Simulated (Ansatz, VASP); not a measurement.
**Mn: VASP beside Ansatz**

```
Mn
1.0
     3.92607    0.00000    0.00000
    -1.96303    3.40007    0.00000
     0.00000    0.00000    2.46137
Mn
3
Direct
  0.00000 0.00000 0.00000
  0.33333 0.66667 0.50000
  0.66667 0.33333 0.50000
```

Alike in both runs: functional revPBE; k mesh 9 × 9 × 13; occupations fermi-dirac, width 0.1 eV; no spin polarisation.

Ansatz relaxed the structure, and its values are those at the end. VASP's run is a single point on that final structure, the one shown.

|  | VASP | Ansatz |
| --- | --- | --- |
| version | VASP 6.6.1 | Ansatz 0.2.0 |
| potentials or method | VASP PAW PBE potentials, release 64 (Mn_pv), cutoff 520 eV | plane waves (420 eV) with PAW, scalar-relativistic |
| valence electrons in the cell | 39 | 45 |

Ansatz gave:

```
pressure (GPa) : 0.0
```

Task: What did VASP give for the same quantities?

Result: Pressure (GPa): 0.1.

VASP's potentials were made for PBE, not for revPBE. VASP's potentials hold 39 valence electrons a cell and Ansatz's 45, so a difference there can come from the potentials and not from the codes.
